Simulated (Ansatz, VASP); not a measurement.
Ta: VASP beside Ansatz

```
Ta
1.0
     3.31955    0.00000    0.00000
     0.00000    3.31955    0.00000
     0.00000    0.00000   20.97930
Ta
4
Cartesian
  0.8299 0.8299 8.1454
  2.4897 2.4897 9.6527
  0.8299 0.8299 11.3266
  2.4897 2.4897 12.8339
```

Alike in both runs: functional PBE; k mesh 12 × 12 × 1; occupations fermi-dirac, width 0.08 eV; no spin polarisation.

Ansatz relaxed the structure, and its values are those at the end. VASP's run is a single point on that final structure, the one shown.

|  | VASP | Ansatz |
| --- | --- | --- |
| version | VASP 6.6.1 | Ansatz 0.2.0 |
| potentials or method | VASP PAW PBE potentials, release 64 (Ta_pv), cutoff 520 eV | all-electron LAPW, scalar-relativistic |

```csv
,VASP,Ansatz,Ansatz less VASP
rms of the force components (eV/Å),0.005,0.001,-0.0040
```

Ansatz ran all-electron here, and VASP with PAW potentials.

Spin-orbit coupling is off throughout.
